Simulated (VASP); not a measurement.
# H5C10Cl in VASP: a series of runs

The runs below take H5C10Cl through single point, with LDA.

Everything below comes from runs of VASP 6.6.1. Logs are shortened: lines on timing, memory, paths and dates and some standing lists are left out, and cuts for length are marked.

### 1 The cell of the first run

The cell holds a slab with vacuum, 32 atoms: a = 5.049 Å, b = 5.049 Å, c = 18.836 Å, α = 90.00°, β = 90.00°, γ = 90.00°.

### 2 Single point, LDA

Input file INCAR:

```
SYSTEM = H5C10Cl
PREC = Accurate
ENCUT = 520
EDIFF = 1E-7
ISMEAR = -1
SIGMA = 0.05
LREAL = Auto
LASPH = .True.
NELM = 60
ALGO = Normal
ISIF = 2
LWAVE = .False.
LCHARG = .False.
NBANDS = 74
```

Input file KPOINTS:

```
regular mesh
0
Gamma
  2 2 1
  0 0 0
```

Input file POSCAR:

```
H5C10Cl
1.0
    5.0487420000      0.0000000000      0.0000000000
    0.0000000000      5.0487420000      0.0000000000
    0.0000000000      0.0000000000     18.8355610000
H C Cl
10 20 2
Direct
    0.4277897346      0.0000000000      0.0530910654
    0.0722160095      0.0000000000      0.0530910654
    0.9277954786      0.0000000000      0.0530910654
    0.5722217535      0.0000000000      0.0530910654
    0.4277897346      0.5000057440      0.0530910654
    0.0722160095      0.5000057440      0.0530910654
    0.9277954786      0.5000057440      0.0530910654
    0.5722217535      0.5000057440      0.0530910654
    0.2405747808      0.4381091369      0.3311236655
    0.7593970934      0.4393767794      0.3313413389
    0.2500028720      0.0000000000      0.0867879645
    0.7500086160      0.0000000000      0.0867879645
    0.2500028720      0.5000057440      0.0867879645
    0.7500086160      0.5000057440      0.0867879645
    0.2500028720      0.2500028720      0.1341717404
    0.7500086160      0.2500028720      0.1341717404
    0.2500028720      0.7500086160      0.1341717404
    0.7500086160      0.7500086160      0.1341717404
   -0.0000396138      0.2802084163      0.1825801737
    0.4998274818      0.2894186314      0.1807219865
   -0.0000792277      0.7282210103      0.1829146475
    0.5000255509      0.7215064664      0.1846985073
   -0.0000198069      0.0406041743      0.2250954989
    0.4999067094      0.0221837440      0.2299002403
    0.0000000000      0.5004811099      0.2337015606
    0.5000651647      0.4910134049      0.2359791673
    0.2496067337      0.0844566825      0.2613673147
    0.7502066852      0.0843774548      0.2613195328
    0.2475270077      0.4055267629      0.2714546171
    0.7524844803      0.4060219358      0.2714280716
    0.0014855186      0.3944745047      0.4578308021
   -0.0726517616      0.7904147211      0.4590412784
```

Potentials or basis: VASP PAW LDA potentials, release 64 (H, C, Cl).

On the command line:

```bash
> cat potpaw_LDA.64/H/POTCAR potpaw_LDA.64/C/POTCAR potpaw_LDA.64/Cl/POTCAR > POTCAR
> mpirun -np 1 vasp_std > vasp.out
```

OUTCAR:

```text
SYSTEM = H5C10Cl
   PREC = Accurate
   ENCUT = 520
   EDIFF = 1E-7
   ISMEAR = -1
   LREAL = Auto
   LASPH = .True.
   NELM = 60
   ISIF = 2

 ion  position               nearest neighbor table
   1  0.428  0.000  0.053-   4 0.73  11 1.10
   2  0.072  0.000  0.053-   3 0.73  11 1.10
   3  0.928  0.000  0.053-   2 0.73  12 1.10
   4  0.572  0.000  0.053-   1 0.73  12 1.10
   5  0.428  0.500  0.053-   8 0.73  13 1.10
   6  0.072  0.500  0.053-   7 0.73  13 1.10
   7  0.928  0.500  0.053-   6 0.73  14 1.10
   8  0.572  0.500  0.053-   5 0.73  14 1.10
   9  0.241  0.438  0.331-  29 1.14
  10  0.759  0.439  0.331-  30 1.14
  11  0.250  0.000  0.087-   2 1.10   1 1.10  17 1.55  15 1.55
  12  0.750  0.000  0.087-   4 1.10   3 1.10  18 1.55  16 1.55
  13  0.250  0.500  0.087-   6 1.10   5 1.10  15 1.55  17 1.55
  14  0.750  0.500  0.087-   8 1.10   7 1.10  16 1.55  18 1.55
  15  0.250  0.250  0.134-  13 1.55  11 1.55  20 1.55  19 1.56
  16  0.750  0.250  0.134-  14 1.55  12 1.55  20 1.55  19 1.56
[... 8 lines left out ...]
  25  0.000  0.500  0.234-  19 1.47  21 1.50  30 1.51  29 1.52
  26  0.500  0.491  0.236-  20 1.46  30 1.50  29 1.50  22 1.51
  27  0.250  0.084  0.261-  24 1.43  23 1.45  29 1.63
  28  0.750  0.084  0.261-  24 1.43  23 1.45  30 1.64
  29  0.248  0.406  0.271-   9 1.14  26 1.50  25 1.52  27 1.63
  30  0.752  0.406  0.271-  10 1.14  26 1.50  25 1.51  28 1.64
  31  0.001  0.394  0.458-  32 2.03
  32  0.927  0.790  0.459-  31 2.03

  LATTYP: Found a simple tetragonal cell.
 ALAT       =     5.0487420000
 C/A-ratio  =     3.7307434208

  Lattice vectors:

 A1 = (   5.0487420000,   0.0000000000,   0.0000000000)
 A2 = (   0.0000000000,   5.0487420000,   0.0000000000)
 A3 = (   0.0000000000,   0.0000000000,  18.8355610000)

Analysis of symmetry for initial positions (statically):
=====================================================================
 Subroutine PRICEL returns:
 Original cell was already a primitive cell.

 Routine SETGRP: Setting up the symmetry group for a
 simple tetragonal supercell.

 Subroutine GETGRP returns: Found  1 space group operations
 (whereof  1 operations were pure point group operations)
 out of a pool of 16 trial point group operations.

The static configuration has the point symmetry C_1 .

Analysis of symmetry for dynamics (positions and initial velocities):
=====================================================================
 Subroutine PRICEL returns:
 Original cell was already a primitive cell.

 Routine SETGRP: Setting up the symmetry group for a
 simple tetragonal supercell.

 Subroutine GETGRP returns: Found  1 space group operations
 (whereof  1 operations were pure point group operations)
 out of a pool of 16 trial point group operations.

The dynamic configuration has the point symmetry C_1 .

 Subroutine INISYM returns: Found  1 space group operations
 (whereof  1 operations are pure point group operations),
 and found     1 'primitive' translations

----------------------------------------------------------------------------------------

                                     Primitive cell

  volume of cell :     480.1146

  direct lattice vectors                    reciprocal lattice vectors
     5.048742000  0.000000000  0.000000000     0.198069143  0.000000000  0.000000000
     0.000000000  5.048742000  0.000000000     0.000000000  0.198069143  0.000000000
     0.000000000  0.000000000 18.835561000     0.000000000  0.000000000  0.053091065

  length of vectors
     5.048742000  5.048742000 18.835561000     0.198069143  0.198069143  0.053091065

  position of ions in fractional coordinates (direct lattice)
     0.427789735  0.000000000  0.053091065
     0.072216010  0.000000000  0.053091065
     0.927795479  0.000000000  0.053091065
     0.572221754  0.000000000  0.053091065
     0.427789735  0.500005744  0.053091065
     0.072216010  0.500005744  0.053091065
[... 24 lines left out ...]
     0.001485519  0.394474505  0.457830802
     0.927348238  0.790414721  0.459041278

  ion indices of the primitive-cell ions
   primitive index   ion index
                 1           1
                 2           2
                 3           3
                 4           4
                 5           5
                 6           6
[... 24 lines left out ...]
                31          31
                32          32

----------------------------------------------------------------------------------------

 KPOINTS: regular mesh

Automatic generation of k-mesh.
 Grid dimensions read from file:
 generate k-points for:    2    2    1

 Generating k-lattice:

  Cartesian coordinates                     Fractional coordinates (reciprocal lattice)
     0.099034571  0.000000000  0.000000000     0.500000000  0.000000000  0.000000000
     0.000000000  0.099034571  0.000000000     0.000000000  0.500000000  0.000000000
     0.000000000  0.000000000  0.053091065     0.000000000  0.000000000  1.000000000

  Length of vectors
     0.099034571  0.099034571  0.053091065

  Shift w.r.t. Gamma in fractional coordinates (k-lattice)
     0.000000000  0.000000000  0.000000000

 Subroutine IBZKPT returns following result:
 ===========================================

 Found      4 irreducible k-points:

 Following reciprocal coordinates:
            Coordinates               Weight
  0.000000  0.000000  0.000000      1.000000
  0.500000  0.000000  0.000000      1.000000
  0.000000  0.500000  0.000000      1.000000
  0.500000  0.500000  0.000000      1.000000
   k-points           NKPTS =      4   k-points in BZ     NKDIM =      4   number of bands    NBANDS=     74
   number of dos      NEDOS =    301   number of ions     NIONS =     32
   total plane-waves  NPLWV = 224000
   dimension x,y,z NGX =    40 NGY =   40 NGZ =  140
   dimension x,y,z NGXF=    80 NGYF=   80 NGZF=  280
   ions per type =              10  20   2
   NGX,Y,Z   is equivalent  to a cutoff of  13.17, 13.17, 12.36 a.u.
   NGXF,Y,Z  is equivalent  to a cutoff of  26.34, 26.34, 24.71 a.u.
 SYSTEM =  H5C10Cl
   PREC   = accura    normal or accurate (medium, high low for compatibility)
   ISTART =      0    job   : 0-new  1-cont  2-samecut
   ICHARG =      2    charge: 1-file 2-atom 10-const
   ISPIN  =      1    spin polarized calculation?
   LNONCOLLINEAR =      F non collinear calculations
   LSORBIT =      F    spin-orbit coupling
   LASPH  =      T    aspherical Exc in radial PAW
   ENCUT  =  520.0 eV  38.22 Ry    6.18 a.u.   9.39  9.39 35.02*2*pi/ulx,y,z
   NELM   =     60;   NELMIN=  2; NELMDL= -5     # of ELM steps
   EDIFF  = 0.1E-06   stopping-criterion for ELM
   LREAL  =      T    real-space projection
   EDIFFG = 0.1E-05   stopping-criterion for IOM
   NSW    =      0    number of steps for IOM
   IBRION =     -1    ionic relax: 0-MD 1-quasi-New 2-CG
   NFREE  =      0    steps in history (QN), initial steepest desc. (CG)
   ISIF   =      2    stress and relaxation
   ISYM   =      2    0-nonsym 1-usesym 2-fastsym
   POTIM  = 0.5000    time-step for ionic-motion
   TEBEG  =    0.0;   TEEND  =   0.0 temperature during run
   PSTRESS=    0.0 pullay stress
   NELECT =     104.0000    total number of electrons
   NUPDOWN=      -1.0000    fix difference up-down
   EMIN   =  10.00;   EMAX   =-10.00  energy-range for DOS
   EFERMI =   0.00;   METHOD = LEGACY
   ISMEAR =    -1;   SIGMA  =   0.05  broadening in eV -4-tet -1-fermi 0-gaus
   EFERMI_NEDOS =   21; number of points for ismear=-14 and -15
   IALGO  =     38    algorithm
   IMIX   =      4    mixing-type and parameters
     AMIX     =   0.40;   BMIX     =  1.00
     AMIX_MAG =   1.60;   BMIX_MAG =  1.00
  volume/ion in A,a.u.               =      15.00       101.25
  Fermi-wavevector in a.u.,A,eV,Ry     =   0.983190  1.857960 13.152254  0.966663
  Thomas-Fermi vector in A             =   2.114330
   LORBIT       =      0    0 simple, 1 ext, 2 COOP (PROOUT), +10 PAW based schemes
   GGA     = CA    functional components
   LHFCALC =     F    Hartree Fock is set to
   AEXX    =    0.0000 exact exchange contribution
   IVDW    =     0    specifies the selected vdW correction
   LEPSILON=     F    determine dielectric tensor
   LRPA    =     F    only Hartree local field effects (RPA)
 non-spin polarized calculation
  energy-cutoff  :      520.00
  volume of cell :      480.11
 maximum number of plane-waves:     12931
 NGX is ok and might be reduce to    40
   NGX = 19   NGY = 19   NGZ = 71

 number of electron     104.0000007 magnetization

 Free energy of the ion-electron system (eV)
  ---------------------------------------------------
  ext. energy  EPLUGINS =         0.00000000
  ---------------------------------------------------
  free energy    TOTEN  =      -220.08525064 eV

  energy without entropy =     -220.03626308  energy(sigma->0) =     -220.06075686

 E-fermi :   0.3105     XC(G=0):  -5.7326

 val. band max:        0.2558892101   @ k =   0.5000   0.5000   0.0000
 cond. band min:       0.3393432435   @ k =   0.0000   0.5000   0.0000
 fundamental gap:      0.0834540333
 Fermi energy:         0.3104697193

 k-point     1 :       0.0000    0.0000    0.0000
  band No.  band energies     occupation
      1     -21.6144      2.00000
      2     -19.2088      2.00000
      3     -17.6497      2.00000
      4     -17.2773      2.00000
      5     -16.9669      2.00000
      6     -16.8129      2.00000
[... 56 lines left out ...]
     63       4.7591      0.00000
     64       5.2744      0.00000

 k-point     2 :       0.5000    0.0000    0.0000
  band No.  band energies     occupation
      1     -20.5192      2.00000
      2     -20.4531      2.00000
      3     -18.1049      2.00000
      4     -18.0628      2.00000
      5     -17.2717      2.00000
      6     -15.9604      2.00000
[... 56 lines left out ...]
     63       5.7287      0.00000
     64       5.8403      0.00000

 k-point     3 :       0.0000    0.5000    0.0000
  band No.  band energies     occupation
      1     -21.1814      2.00000
      2     -19.4827      2.00000
      3     -18.3246      2.00000
      4     -17.3162      2.00000
      5     -17.1385      2.00000
      6     -17.0526      2.00000
[... 56 lines left out ...]
     63       5.7452      0.00000
     64       5.7961      0.00000

 k-point     4 :       0.5000    0.5000    0.0000
  band No.  band energies     occupation
      1     -20.1096      2.00000
      2     -20.0198      2.00000
      3     -18.3827      2.00000
      4     -18.3229      2.00000
      5     -17.2259      2.00000
      6     -17.1900      2.00000
[... 56 lines left out ...]
     63       6.0150      0.00000
     64       6.1155      0.00000
 [bands above 64 left out]

------------------------ aborting loop because EDIFF is reached ----------------------------------------

  FORCE on cell =-STRESS in cart. coord.  units (eV):
  Direction    XX          YY          ZZ          XY          YZ          ZX
  --------------------------------------------------------------------------------------
  -------------------------------------------------------------------------------------
  Total       67.1325912     -5.6808576     -4.4133610     -0.3063994     -0.5616525      0.0216740
  in kB      224.0263367    -18.9574349    -14.7277064     -1.0224771     -1.8742753      0.0723277
  external PRESSURE =      63.4470651 kB  Pullay stress =       0.0000000 kB

 VOLUME and BASIS-vectors are now :
 -----------------------------------------------------------------------------
  energy-cutoff  :      520.00
  volume of cell :      480.11
      direct lattice vectors                 reciprocal lattice vectors
     5.048742000  0.000000000  0.000000000     0.198069143  0.000000000  0.000000000
     0.000000000  5.048742000  0.000000000     0.000000000  0.198069143  0.000000000
     0.000000000  0.000000000 18.835561000     0.000000000  0.000000000  0.053091065

 POSITION                                       TOTAL-FORCE (eV/Angst)
 -----------------------------------------------------------------------------------
      2.15980      0.00000      1.00000        -9.066249      0.002849      0.119826
      0.36460      0.00000      1.00000         9.049889      0.004209      0.159924
      4.68420      0.00000      1.00000        -9.049739      0.003586      0.159509
      2.88900      0.00000      1.00000         9.067072      0.002828      0.119987
      2.15980      2.52440      1.00000        -9.047187      0.014864     -0.020145
      0.36460      2.52440      1.00000         8.940242      0.013742     -0.018878
[... 24 lines left out ...]
      0.00750      1.99160      8.62350         0.035532     -0.788319     -0.082854
      4.68194      3.99060      8.64630        -0.035349      0.768411     -0.148311
 -----------------------------------------------------------------------------------
    total drift:                               -0.005811      0.001160     -0.004561

  FREE ENERGIE OF THE ION-ELECTRON SYSTEM (eV)
  ---------------------------------------------------
  free  energy   TOTEN  =      -220.0852506431 eV

  energy  without entropy=     -220.0362630755  energy(sigma->0) =     -220.06075686
```

Run time: 7.9 min. Hardware: 1 thread of AMD EPYC 7R43 (Zen 3), shared host; peak memory 0.4 GiB.

Results:

```yaml
Free_energy: -220.0853 eV
Largest_force: 9.068 eV/Å
Band_gap_on_the_k_mesh: 0.08 eV (least direct gap 0.22 eV)
```

Forces in eV/Å, atoms in the order of the input:
```
H   -9.066  0.003  0.120
H    9.050  0.004  0.160
H   -9.050  0.004  0.160
H    9.067  0.003  0.120
H   -9.047  0.015 -0.020
H    8.940  0.014 -0.019
H   -8.940  0.014 -0.019
H    9.048  0.016 -0.021
H    0.068  0.398 -0.800
H   -0.073  0.363 -0.921
C    0.186 -0.033  2.513
C   -0.184 -0.032  2.512
C    0.054  0.035  0.610
C   -0.055  0.032  0.609
C   -0.143  2.782 -1.466
C    0.120  2.784 -1.468
C    0.021 -2.165  0.375
C   -0.027 -2.165  0.374
C   -0.008 -2.739 -6.312
C    0.038 -5.739 -3.207
C    0.021  5.889 -0.051
C   -0.013  6.392  0.154
C   -0.008 -5.685  0.609
C   -0.003 -4.052 -0.100
C    0.004 -1.387 -1.062
C   -0.027  0.258 -1.907
C   -0.142  2.472  1.147
C    0.161  2.509  1.186
C    0.311  0.037  3.415
C   -0.302 -0.006  3.537
Cl   0.036 -0.788 -0.083
Cl  -0.035  0.768 -0.148
```

Levels at points of the mesh, in eV from the valence-band top:
```
           k point  band 50  band 51  band 52  band 53  band 54  band 55
(0.00, 0.00, 0.00)    -1.04    -0.72    -0.37     0.29     2.13     2.31
(0.50, 0.00, 0.00)    -1.62    -1.54    -0.03     0.30     2.27     3.23
(0.00, 0.50, 0.00)    -0.75    -0.61    -0.37     0.08     0.38     2.84
(0.50, 0.50, 0.00)    -2.00    -1.87     0.00     0.22     0.36     3.73
```

Caveat: the k points lie up to 0.62 Å⁻¹ apart.

### 3 Single point, LDA

Changes to INCAR since step 2:

```diff
@@ -3,3 +3,3 @@
 ENCUT = 520
-EDIFF = 1E-7
+EDIFF = 1E-6
 ISMEAR = -1
@@ -8,3 +8,3 @@
 LASPH = .True.
-NELM = 60
+NELM = 100
 ALGO = Normal
```

KPOINTS is that of step 2.

Input file POSCAR:

```
H5C10Cl
1.0
    5.0487420000      0.0000000000      0.0000000000
    0.0000000000      5.0487420000      0.0000000000
    0.0000000000      0.0000000000     18.8355610000
H C Cl
10 20 2
Direct
    0.4277897346      0.0000000000      0.0530910654
    0.0722160095      0.0000000000      0.0530910654
    0.9277954786      0.0000000000      0.0530910654
    0.5722217535      0.0000000000      0.0530910654
    0.4277897346      0.5000057440      0.0530910654
    0.0722160095      0.5000057440      0.0530910654
    0.9277954786      0.5000057440      0.0530910654
    0.5722217535      0.5000057440      0.0530910654
    0.2522608602      0.5025806429      0.3311502110
    0.7486221320      0.5019468216      0.3316758126
    0.2500028720      0.0000000000      0.0867879645
    0.7500086160      0.0000000000      0.0867879645
    0.2500028720      0.5000057440      0.0867879645
    0.7500086160      0.5000057440      0.0867879645
    0.2500028720      0.2500028720      0.1341717404
    0.7500086160      0.2500028720      0.1341717404
    0.2500028720      0.7500086160      0.1341717404
    0.7500086160      0.7500086160      0.1341717404
   -0.0003169106      0.2320776146      0.1772445217
    0.5001840062      0.2334442917      0.1764163011
    0.0003565245      0.7873842632      0.1838596684
    0.4997086403      0.7882557675      0.1840507963
    0.0001188415     -0.0080218003      0.2337865063
    0.5000453578     -0.0020995329      0.2294118025
   -0.0000594207      0.4777031585      0.2322999564
    0.5000057440      0.4879037194      0.2321725379
    0.2520825980      0.1091955184      0.2636714670
    0.7479486969      0.1079476828      0.2637935764
    0.2551724766      0.4260863399      0.2753037194
    0.7447003630      0.4269182303      0.2752771739
   -0.0412578024      0.3330730705      0.4364510300
   -0.0301461235      0.8502712161      0.4313649060
```

Potentials or basis: VASP PAW LDA potentials, release 64 (H, C, Cl).

On the command line:

```bash
> cat potpaw_LDA.64/H/POTCAR potpaw_LDA.64/C/POTCAR potpaw_LDA.64/Cl/POTCAR > POTCAR
> mpirun -np 1 vasp_std > vasp.out
```

Run time: 6.5 min. Hardware: 1 thread of AMD EPYC 7R43 (Zen 3), shared host; peak memory 0.39 GiB.

Results (log left out):

- Free energy: -220.3176 eV
- Largest force: 10.350 eV/Å
- Band gap on the k mesh: zero (bands 52 and 53 overlap by 0.42 eV)

Forces on the atoms (eV/Å):
```
H    -9.042  -0.007  -0.014
H     9.038  -0.017  -0.017
H    -9.036  -0.016  -0.016
H     9.041  -0.006  -0.014
H    -9.032   0.046   0.113
H     9.082   0.060   0.107
H    -9.082   0.060   0.106
H     9.032   0.045   0.113
H    -0.110  -0.388  -0.246
H     0.088  -0.428  -0.382
C     0.005  -0.166   0.303
C    -0.005  -0.177   0.309
C    -0.108   0.176   2.247
C     0.110   0.185   2.243
C    -0.040  -1.292  -3.179
C     0.019  -1.275  -3.196
C    -0.029   2.590   0.485
C     0.035   2.586   0.497
C     0.077   4.732   1.664
C    -0.049   4.795   1.155
C    -0.056  -9.343  -1.115
C     0.044 -10.114  -2.199
C     0.006   5.977   1.494
C    -0.014   6.608   3.051
C    -0.028   1.421  -1.088
C     0.012   0.313  -1.587
C    -0.258  -1.698   0.907
C     0.266  -1.532   0.898
C    -0.934  -1.661  -1.077
C     0.926  -1.717  -0.997
Cl    0.238   0.738  -0.172
Cl   -0.196  -0.494  -0.393
```

Levels at points of the mesh, in eV from the Fermi level:
```tsv
k point	band 50	band 51	band 52	band 53	band 54	band 55
(0.00, 0.00, 0.00)	-0.52	-0.15	-0.02	0.27	2.32	2.97
(0.50, 0.00, 0.00)	-0.19	-0.17	0.00	0.26	3.35	3.36
(0.00, 0.50, 0.00)	-0.88	-0.52	-0.49	-0.42	0.62	2.80
(0.50, 0.50, 0.00)	-1.06	-0.93	-0.51	0.33	0.66	3.48
```

Caveat: the k points lie up to 0.62 Å⁻¹ apart.
